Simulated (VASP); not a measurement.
# TaN (P-6m2) in VASP: notebook

Runs on TaN. Level: PBEsol. Tasks: single point.

Program: VASP 6.6.1. These are calculated values, not measurements. Logs are shortened: lines on timing, memory, paths and dates and some standing lists are left out, and cuts for length are marked.

**1. The cell of the first run**

It takes space group P-6m2 (No. 187, hexagonal). Conventional cell: a = 2.997 Å, b = 2.997 Å, c = 2.763 Å, α = 90.00°, β = 90.00°, γ = 120.00°. Ta (site symmetry -6m2) has 6 N at 2.21 Å and 2 Ta at 2.76 Å within 2.9 Å. N (site symmetry -6m2) has 6 Ta at 2.21 Å and 2 N at 2.76 Å within 2.9 Å.

**2. Single point, PBEsol**

Input file INCAR:

```
ALGO     = Normal         # electronic algorithm
EDIFF    = 1E-6           # SCF threshold, eV
ENCUT    = 520            # plane-wave cutoff, eV
GGA      = PS             # functional
ISIF     = 2              # what is computed and relaxed
ISMEAR   = 0              # smearing method
LASPH    = T              # aspherical terms in the spheres
LCHARG   = F              # write CHGCAR
LREAL    = F              # projectors in reciprocal space
LWAVE    = F              # write WAVECAR
NBANDS   = 15             # bands
NELM     = 80             # most SCF steps
PREC     = Accurate       # precision mode
SIGMA    = 0.15           # smearing width, eV
```

Input file KPOINTS:

```
k-points
0
Gamma
  18 18 16
```

Input file POSCAR:

```
TaN
1.0
    2.9971000000      0.0000000000      0.0000000000
   -1.4985500000      2.5955647377      0.0000000000
    0.0000000000      0.0000000000      2.7631000000
Ta N
1 1
Direct
    0.3333333333      0.6666666667      0.5000000000
    0.0000000000      0.0000000000      0.0000000000
```

Potentials or basis: VASP PAW PBE potentials, release 64 (Ta_pv, N).

Run with:

```sh
> cat potpaw_PBE.64/Ta_pv/POTCAR potpaw_PBE.64/N/POTCAR > POTCAR
> mpirun -np 1 vasp_std > vasp.out
```

OUTCAR:

```text
EDIFF = 1E-6
   ENCUT = 520
   GGA = PS
   ISIF = 2
   ISMEAR = 0
   LASPH = T
   LREAL = F
   NELM = 80
   PREC = Accurate

 ion  position               nearest neighbor table
   1  0.333  0.667  0.500-   2 2.21   2 2.21   2 2.21   2 2.21   2 2.21   2 2.21
   2  0.000  0.000  0.000-   1 2.21   1 2.21   1 2.21   1 2.21   1 2.21   1 2.21

  LATTYP: Found a hexagonal cell.
 ALAT       =     2.9971000000
 C/A-ratio  =     0.9219245270

  Lattice vectors:

 A1 = (   2.9971000000,   0.0000000000,   0.0000000000)
 A2 = (  -1.4985500000,   2.5955647377,   0.0000000000)
 A3 = (   0.0000000000,   0.0000000000,   2.7631000000)

Analysis of symmetry for initial positions (statically):
=====================================================================
 Subroutine PRICEL returns:
 Original cell was already a primitive cell.

 Routine SETGRP: Setting up the symmetry group for a
 hexagonal supercell.

 Subroutine GETGRP returns: Found 12 space group operations
 (whereof 12 operations were pure point group operations)
 out of a pool of 24 trial point group operations.

The static configuration has the point symmetry D_3h.

Analysis of symmetry for dynamics (positions and initial velocities):
=====================================================================
 Subroutine PRICEL returns:
 Original cell was already a primitive cell.

 Routine SETGRP: Setting up the symmetry group for a
 hexagonal supercell.

 Subroutine GETGRP returns: Found 12 space group operations
 (whereof 12 operations were pure point group operations)
 out of a pool of 24 trial point group operations.

The dynamic configuration has the point symmetry D_3h.

 Subroutine INISYM returns: Found 12 space group operations
 (whereof 12 operations are pure point group operations),
 and found     1 'primitive' translations

----------------------------------------------------------------------------------------

                                     Primitive cell

  volume of cell :      21.4946

  direct lattice vectors                    reciprocal lattice vectors
     2.997100000  0.000000000  0.000000000     0.333655867  0.192636305  0.000000000
    -1.498550000  2.595564738  0.000000000     0.000000000  0.385272610  0.000000000
     0.000000000  0.000000000  2.763100000     0.000000000  0.000000000  0.361912345

  length of vectors
     2.997100000  2.997100000  2.763100000     0.385272610  0.385272610  0.361912345

  position of ions in fractional coordinates (direct lattice)
     0.333333333  0.666666667  0.500000000
     0.000000000  0.000000000  0.000000000

  ion indices of the primitive-cell ions
   primitive index   ion index
                 1           1
                 2           2

----------------------------------------------------------------------------------------

 KPOINTS: k-points

Automatic generation of k-mesh.
 Grid dimensions read from file:
 generate k-points for:   18   18   16

 Generating k-lattice:

  Cartesian coordinates                     Fractional coordinates (reciprocal lattice)
     0.018536437  0.010702017  0.000000000     0.055555556  0.000000000  0.000000000
     0.000000000  0.021404034  0.000000000     0.000000000  0.055555556  0.000000000
     0.000000000  0.000000000  0.022619522     0.000000000  0.000000000  0.062500000

  Length of vectors
     0.021404034  0.021404034  0.022619522

  Shift w.r.t. Gamma in fractional coordinates (k-lattice)
     0.000000000  0.000000000  0.000000000

 Subroutine IBZKPT returns following result:
 ===========================================

 Found    333 irreducible k-points:

 Following reciprocal coordinates:
            Coordinates               Weight
  0.000000  0.000000  0.000000      1.000000
  0.055556  0.000000  0.000000      6.000000
  0.111111  0.000000  0.000000      6.000000
  0.166667  0.000000  0.000000      6.000000
  0.222222  0.000000  0.000000      6.000000
  0.277778 -0.000000  0.000000      6.000000
[... 16 lines left out ...]
  0.333333  0.111111  0.000000     12.000000
  0.388889  0.111111  0.000000     12.000000
[... 44 lines left out ...]
 cond. band min:       8.1843447610   @ k =   0.0556   0.0000   0.4375
 fundamental gap:      0.0583158370
 Fermi energy:         8.1286061797

 k-point     1 :       0.0000    0.0000    0.0000
  band No.  band energies     occupation
      1     -26.4484      2.00000
      2     -26.4468      2.00000
      3     -26.4468      2.00000
      4      -9.6868      2.00000
      5       3.0795      2.00000
      6       3.0795      2.00000
      7       3.9824      2.00000
      8       5.6477      2.00000
      9       9.9055      0.00000
     10      12.0892      0.00000
     11      12.0892      0.00000
     12      12.3105      0.00000
     13      12.3105      0.00000
     14      21.2951      0.00000
     15      21.6571      0.00000

 k-point     2 :       0.0556    0.0000    0.0000
  band No.  band energies     occupation
      1     -26.4763      2.00000
      2     -26.4530      2.00000
      3     -26.4450      2.00000
      4      -9.6238      2.00000
      5       2.8887      2.00000
      6       3.1294      2.00000
      7       4.0647      2.00000
      8       5.5594      2.00000
      9      10.1502      0.00000
     10      11.9475      0.00000
     11      12.0867      0.00000
     12      12.2821      0.00000
     13      12.3982      0.00000
     14      21.2647      0.00000
     15      21.6386      0.00000

 k-point     3 :       0.1111    0.0000    0.0000
  band No.  band energies     occupation
      1     -26.5604      2.00000
      2     -26.4710      2.00000
      3     -26.4351      2.00000
      4      -9.4417      2.00000
      5       2.4247      2.00000
      6       3.2731      2.00000
      7       4.2645      2.00000
      8       5.3193      2.00000
      9      10.7997      0.00000
     10      11.5776      0.00000
     11      12.0871      0.00000
     12      12.2014      0.00000
     13      12.6295      0.00000
     14      21.1909      0.00000
     15      21.6090      0.00000
[... 343 lines left out ...]
 k-point    23 :       0.3333    0.1111    0.0000
  band No.  band energies     occupation
      1     -27.2326      2.00000
      2     -26.6888      2.00000
      3     -26.3438      2.00000
      4      -7.6671      2.00000
      5       0.0655      2.00000
      6       3.7023      2.00000
      7       3.7748      2.00000
      8       5.5750      2.00000
      9      10.4152      0.00000
     10      11.0063      0.00000
     11      12.6543      0.00000
     12      14.3058      0.00000
     13      15.8559      0.00000
     14      20.9283      0.00000
     15      21.5925      0.00000

 k-point    24 :       0.3889    0.1111    0.0000
  band No.  band energies     occupation
      1     -27.2961      2.00000
      2     -26.7113      2.00000
      3     -26.3344      2.00000
      4      -7.4718      2.00000
      5      -0.0884      2.00000
      6       3.5734      2.00000
      7       3.6862      2.00000
      8       5.6612      2.00000
      9      10.8057      0.00000
     10      10.8898      0.00000
     11      12.4843      0.00000
     12      14.3995      0.00000
     13      16.7565      0.00000
     14      19.9935      0.00000
     15      21.5692      0.00000

 [... further k-points ...]
[... 5 lines left out ...]
  --------------------------------------------------------------------------------------
  -------------------------------------------------------------------------------------
  Total       -1.9113708     -1.9113708      3.6286327      0.0000000      0.0000000     -0.0000000
  in kB     -142.4707887   -142.4707887    270.4729842      0.0000000      0.0000000     -0.0000000
  external PRESSURE =      -4.8228644 kB  Pullay stress =       0.0000000 kB

 VOLUME and BASIS-vectors are now :
 -----------------------------------------------------------------------------
  energy-cutoff  :      520.00
  volume of cell :       21.49
      direct lattice vectors                 reciprocal lattice vectors
     2.997100000  0.000000000  0.000000000     0.333655867  0.192636305  0.000000000
    -1.498550000  2.595564738  0.000000000     0.000000000  0.385272610  0.000000000
     0.000000000  0.000000000  2.763100000     0.000000000  0.000000000  0.361912345

 POSITION                                       TOTAL-FORCE (eV/Angst)
 -----------------------------------------------------------------------------------
     -0.00000      1.73038      1.38155         0.000000     -0.000000      0.000000
      0.00000      0.00000      0.00000        -0.000000      0.000000      0.000000
 -----------------------------------------------------------------------------------
    total drift:                                0.000000     -0.000000     -0.000000

  FREE ENERGIE OF THE ION-ELECTRON SYSTEM (eV)
  ---------------------------------------------------
  free  energy   TOTEN  =       -23.6900444851 eV

  energy  without entropy=      -23.6889963830  energy(sigma->0) =      -23.68952043
```

Wall time 29 s (1 thread of Intel Xeon 6975P-C (Granite Rapids), shared host); peak memory 0.23 GiB.

Results:

```
Free energy            : -23.6900 eV
Pressure               : -0.5 GPa
Band gap on the k mesh : zero (band 8 reaches 8.35 eV, above the bottom of band 9 at 8.09 eV)
```

Stress tensor (GPa, compression positive):
```
-14.25   0.00   0.00
  0.00 -14.25   0.00
  0.00   0.00  27.05
```

Caveat: the PAW data sets were made with another functional, which shifts forces and pressure a little; spin-orbit coupling is left out, which moves the levels of the heavy elements.

**3. Single point, PBEsol**

This run uses another cell than the first one, of the same volume but with other edges.

Input file INCAR:

```
SYSTEM = TaN
  PREC = Accurate
  ENCUT = 520
  EDIFF = 1E-6
  ISMEAR = 0
  SIGMA = 0.15
  LREAL = .FALSE.
  LASPH = .TRUE.
  NELM = 60
  ALGO = Normal
  ISIF = 2
  LWAVE = .FALSE.
  LCHARG = .FALSE.
  GGA = PS
  NBANDS = 15
```

Input file KPOINTS:

```
Automatic mesh
0
G
  18 18 16
  0 0 0
```

Input file POSCAR:

```
TaN
1.0
    2.8875000000      0.0000000000      0.0000000000
   -1.4437500000      2.5006483534      0.0000000000
    0.0000000000      0.0000000000      2.9784000000
Ta N
1 1
Direct
    0.3333333333      0.6666666667      0.5000000000
    0.0000000000      0.0000000000      0.0000000000
```

Potentials or basis: VASP PAW PBE potentials, release 64 (Ta_pv, N).

Run with:

```sh
> cat potpaw_PBE.64/Ta_pv/POTCAR potpaw_PBE.64/N/POTCAR > POTCAR
> mpirun -np 1 vasp_std > vasp.out
```

Run time: 28 s. Hardware: 1 thread of Intel Xeon 6975P-C (Granite Rapids), shared host; peak memory 0.23 GiB.

It converged, with:

- Free energy: -23.7337 eV
- Pressure: -4.2 GPa
- Band gap on the k mesh: zero (band 8 reaches 8.34 eV, above the bottom of band 9 at 7.94 eV)

Stress tensor (GPa, compression positive):
```
  6.31   0.00   0.00
  0.00   6.31   0.00
  0.00   0.00 -25.15
```

Levels at points of the mesh, in eV from the Fermi level:
| k point | band 5 | band 6 | band 7 | band 8 | band 9 | band 10 | band 11 | band 12 |
| --- | --- | --- | --- | --- | --- | --- | --- | --- |
| (0.00, 0.00, 0.00) | -4.36 | -4.11 | -4.11 | -3.14 | 2.72 | 3.38 | 3.38 | 3.97 |
| (0.50, 0.00, 0.00) | -8.19 | -5.55 | -3.52 | -2.84 | 2.85 | 4.52 | 4.99 | 5.72 |
| (0.00, 0.00, 0.50) | -9.38 | -3.26 | -3.26 | -0.11 | -0.11 | 1.74 | 3.69 | 3.69 |
| (0.50, 0.00, 0.50) | -7.26 | -6.21 | -5.28 | -0.49 | 4.19 | 5.66 | 5.74 | 7.21 |

Caveat: the PAW data sets were made with another functional, which shifts forces and pressure a little; spin-orbit coupling is left out, which moves the levels of the heavy elements.

**4. Single point, PBEsol**

This run uses another cell than the first one, of the same volume but with other edges.

Input file INCAR:

```
PREC     = Accurate       # precision mode
ENCUT    = 520            # plane-wave cutoff, eV
EDIFF    = 1E-6           # SCF threshold, eV
ISMEAR   = 0              # smearing method
SIGMA    = 0.15           # smearing width, eV
LREAL    = False          # projectors in reciprocal space
LASPH    = True           # aspherical terms in the spheres
NELM     = 60             # most SCF steps
ALGO     = Normal         # electronic algorithm
ISIF     = 2              # what is computed and relaxed
LWAVE    = False          # write WAVECAR
LCHARG   = True           # write CHGCAR
GGA      = PS             # functional
LELF     = True           # ELF
LVHAR    = True         
NBANDS   = 15             # bands
```

Input file KPOINTS:

```
regular mesh
0
Gamma
  18 18 16
```

Input file POSCAR:

```
TaN
1.0
    2.9606000000      0.0000000000      0.0000000000
   -1.4803000000      2.5639548105      0.0000000000
    0.0000000000      0.0000000000      2.8349000000
Ta N
1 1
Direct
    0.3333333333      0.6666666667      0.5000000000
    0.0000000000      0.0000000000      0.0000000000
```

Run with:

```sh
> cat potpaw_PBE.64/Ta_pv/POTCAR potpaw_PBE.64/N/POTCAR > POTCAR
> mpirun -np 1 vasp_std > vasp.out
```

Wall time 27 s (1 thread of Intel Xeon 6975P-C (Granite Rapids), shared host); peak memory 0.23 GiB.

It converged, with:

```yaml
Free_energy: -23.7864 eV
Pressure: -2.7 GPa
Band_gap_on_the_k_mesh: zero (band 8 reaches 8.40 eV, above the bottom of band 9 at 8.04 eV)
```

Stress tensor (GPa, compression positive):
```
-8.03  0.00  0.00
 0.00 -8.03  0.00
 0.00  0.00  7.83
```

Levels at points of the mesh, in eV from the Fermi level:
```csv
k point,band 6,band 7,band 8,band 9,band 10,band 11
"(0.00, 0.00, 0.00)",-4.74,-4.16,-2.73,2.05,3.76,3.76
"(0.50, 0.00, 0.00)",-4.96,-3.48,-3.27,3.13,3.84,5.16
"(0.00, 0.00, 0.50)",-3.93,-3.93,-0.05,-0.05,2.81,3.16
"(0.50, 0.00, 0.50)",-6.15,-5.85,-0.23,4.17,5.25,6.28
```

Caveat: the PAW data sets were made with another functional, which shifts forces and pressure a little; spin-orbit coupling is left out, which moves the levels of the heavy elements.

**5. Single point, PBEsol**

This run uses another cell than the first one, of 10.89 Å³/atom, 1.013 times its volume.

Input file INCAR:

```
PREC = Accurate
ENCUT = 520
EDIFF = 1E-6
ISMEAR = 0
SIGMA = 0.15
LREAL = F
LASPH = T
NELM = 60
ALGO = Normal
ISIF = 2
LWAVE = F
LCHARG = T
GGA = PS
LELF = T
LVHAR = T
NBANDS = 15
```

KPOINTS is that of step 4.

Input file POSCAR:

```
TaN
1.0
    2.9971000000      0.0000000000      0.0000000000
   -1.4985500000      2.5955647377      0.0000000000
    0.0000000000      0.0000000000      2.7990000000
Ta N
1 1
Direct
    0.3333333333      0.6666666667      0.5000000000
    0.0000000000      0.0000000000      0.0000000000
```

Run with:

```sh
> cat potpaw_PBE.64/Ta_pv/POTCAR potpaw_PBE.64/N/POTCAR > POTCAR
> mpirun -np 1 vasp_std > vasp.out
```

Wall time 28 s (1 thread of Intel Xeon 6975P-C (Granite Rapids), shared host); peak memory 0.23 GiB.

The run converged. Its results:

| Item | Value |
| --- | --- |
| Free energy | -23.7269 eV |
| Pressure | -5.7 GPa |
| Band gap on the k mesh | zero (band 8 reaches 8.23 eV, above the bottom of band 9 at 7.95 eV) |

Stress tensor (GPa, compression positive):
```
-16.05   0.00   0.00
  0.00 -16.05   0.00
  0.00   0.00  15.09
```

Levels at points of the mesh, in eV from the Fermi level:
| k point | band 6 | band 7 | band 8 | band 9 | band 10 | band 11 |
| --- | --- | --- | --- | --- | --- | --- |
| (0.00, 0.00, 0.00) | -4.89 | -4.08 | -2.56 | 1.78 | 3.83 | 3.83 |
| (0.50, 0.00, 0.00) | -4.68 | -3.45 | -3.39 | 3.20 | 3.52 | 4.89 |
| (0.00, 0.00, 0.50) | -4.08 | -4.08 | -0.03 | -0.03 | 2.94 | 2.94 |
| (0.50, 0.00, 0.50) | -6.08 | -5.95 | -0.18 | 4.03 | 5.00 | 6.28 |

Caveat: the PAW data sets were made with another functional, which shifts forces and pressure a little; spin-orbit coupling is left out, which moves the levels of the heavy elements.

**6. Single point, PBEsol**

This run uses another cell than the first one, of 9.85 Å³/atom, 0.917 times its volume.

Input file INCAR:

```
PREC = Accurate ; ENCUT = 600
EDIFF = 1E-6 ; ISMEAR = 0
SIGMA = 0.15 ; LREAL = False
LASPH = True ; NELM = 120
ALGO = Normal ; ISIF = 2
LWAVE = False ; LCHARG = False
GGA = PS ; NBANDS = 16
GGA_COMPAT = False
```

Input file KPOINTS:

```
Automatic mesh
0
Gamma
  18 18 16
```

Input file POSCAR:

```
TaN
1.0
    2.8509000000      0.0000000000      0.0000000000
   -1.4254500000      2.4689518237      0.0000000000
    0.0000000000      0.0000000000      2.7990000000
Ta N
1 1
Direct
    0.3333333333      0.6666666667      0.5000000000
    0.0000000000      0.0000000000      0.0000000000
```

Potentials or basis: VASP PAW PBE potentials, release 64 (Ta_sv_GW, N).

Run with:

```sh
> cat potpaw_PBE.64/Ta_sv_GW/POTCAR potpaw_PBE.64/N/POTCAR > POTCAR
> mpirun -np 1 vasp_std > vasp.out
```

Run time: 45 s. Hardware: 1 thread of Intel Xeon Platinum 8375C at 2.90GHz (Ice Lake), shared host; peak memory 0.26 GiB.

Results (log left out):

| Quantity | Value |
| --- | --- |
| Free energy | -26.1879 eV |
| Pressure | 32.8 GPa |
| Band gap on the k mesh | zero (band 9 reaches 13.98 eV, above the bottom of band 10 at 13.50 eV) |

Stress tensor (GPa, compression positive):
```
31.51  0.00  0.00
 0.00 31.51  0.00
 0.00  0.00 35.50
```

Levels at points of the mesh, in eV from the Fermi level:
| k point | band 5 | band 6 | band 7 | band 8 | band 9 | band 10 | band 11 | band 12 | band 13 | band 14 |
| --- | --- | --- | --- | --- | --- | --- | --- | --- | --- | --- |
| (0.00, 0.00, 0.00) | -18.36 | -4.93 | -4.93 | -4.62 | -2.97 | 2.92 | 4.05 | 4.05 | 4.56 | 4.56 |
| (0.50, 0.00, 0.00) | -15.70 | -8.76 | -5.62 | -3.84 | -3.27 | 3.40 | 4.63 | 5.76 | 6.04 | 8.31 |
| (0.00, 0.00, 0.50) | -15.15 | -9.89 | -4.02 | -4.02 | -0.09 | -0.09 | 2.73 | 3.60 | 3.60 | 8.96 |
| (0.50, 0.00, 0.50) | -16.25 | -7.82 | -6.49 | -6.18 | -0.08 | 4.86 | 6.14 | 6.96 | 8.01 | 11.50 |

Caveat: the PAW data sets were made with another functional, which shifts forces and pressure a little; spin-orbit coupling is left out, which moves the levels of the heavy elements.

**7. Summary**

| potentials or basis | cell | cutoff (eV) | second run | gap on the mesh (eV) | pressure (GPa) |
| --- | --- | --- | --- | --- | --- |
| VASP PAW PBE potentials, release 64 (Ta_pv, N) | a = 2.997, b = 2.997, c = 2.763 Å, angles 90.0, 90.0, 120.0°, 2 atoms | 520 | - | none | -0.5 |
| VASP PAW PBE potentials, release 64 (Ta_pv, N) | a = 2.888, b = 2.887, c = 2.978 Å, angles 90.0, 90.0, 120.0°, 2 atoms | 520 | - | none | -4.2 |
| VASP PAW PBE potentials, release 64 (Ta_pv, N) | a = 2.961, b = 2.961, c = 2.835 Å, angles 90.0, 90.0, 120.0°, 2 atoms | 520 | - | none | -2.7 |
| VASP PAW PBE potentials, release 64 (Ta_pv, N) | a = 2.997, b = 2.997, c = 2.799 Å, angles 90.0, 90.0, 120.0°, 2 atoms | 520 | - | none | -5.7 |
| VASP PAW PBE potentials, release 64 (Ta_sv_GW, N) | a = 2.851, b = 2.851, c = 2.799 Å, angles 90.0, 90.0, 120.0°, 2 atoms | 600 | valence_matched | none | 32.8 |

Alike in all rows: task single point; level PBEsol; no spin polarisation; k mesh 18 × 18 × 16; smearing gaussian 0.15 eV.

Caveats: the PAW data sets were made with another functional, which shifts forces and pressure a little; spin-orbit coupling is left out, which moves the levels of the heavy elements.

Total energies depend on the potentials used, so only differences within one code and one set of settings carry meaning.
